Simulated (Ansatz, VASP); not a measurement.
Two plane-wave programs on LiF

File INCAR:

```
PREC = Accurate
ENCUT = 520
EDIFF = 1E-6
ISMEAR = 0
SIGMA = 0.05
LREAL = F
LASPH = T
NELM = 80
ALGO = Normal
ISIF = 2
LWAVE = F
LCHARG = F
GGA = CA
NBANDS = 18
```

Contents of KPOINTS:

```
regular mesh
0
Gamma
  9 9 6
```

Contents of POSCAR:

```
LiF
1.0
    3.0976209951      0.0000000000      0.0000000000
   -1.5488104975      2.6826184730      0.0000000000
    0.0000000000      0.0000000000      4.4580961361
Li F
2 2
Direct
    0.3333333333      0.6666666667      0.3933365971
    0.6666666667      0.3333333333      0.8933365971
    0.3333333333      0.6666666667      0.9910195924
    0.6666666667      0.3333333333      0.4910195924
```

Input for Ansatz:

```yaml
crystal:
  lattice:
    - [3.0976209951, 0.0, 0.0]
    - [-1.5488104975, 2.682618473, 0.0]
    - [0.0, 0.0, 4.4580961361]
  atoms:
    - { symbol: Li, position: [0.3333333333, 0.6666666667, 0.3933365971] }
    - { symbol: Li, position: [0.6666666667, 0.3333333333, 0.8933365971] }
    - { symbol: F, position: [0.3333333333, 0.6666666667, 0.9910195924] }
    - { symbol: F, position: [0.6666666667, 0.3333333333, 0.4910195924] }
basis:
  ecutwfc: 520.0
kpoints:
  mp_grid: { grid: [9, 9, 6] }
hamiltonian:
  xc: lda
scf:
  occupations: { method: gaussian, width: 0.05 }
output:
  forces: true
  stress: true
  eigenvalues: true
```

Alike in both runs: task single point; functional LDA; k mesh 9 × 9 × 6; occupations gaussian, width 0.05 eV; no spin polarisation.

|  | VASP | Ansatz |
| --- | --- | --- |
| version | VASP 6.6.1 | Ansatz 0.2.0 |
| potentials or method | VASP PAW LDA potentials, release 64 (Li_sv, F), cutoff 520 eV | scalar-relativistic, plane waves, PAW |
| valence electrons in the cell | 20 | 20 |

```csv
,VASP,Ansatz,Ansatz less VASP
gap on the k mesh at the Fermi level (eV),7.70,7.72,+0.015
least direct gap on the mesh (eV),7.70,7.72,+0.015
rms of the force components (eV/Å),0.107,0.104,-0.0035
```

LDA's correlation is that of Perdew and Zunger in VASP and of Perdew and Wang (1992) in Ansatz. Atom by atom the forces differ by 0.004 eV/Å (rms over components).

Noted on VASP's run: the cutoff is short for stress, so the pressure is rough.
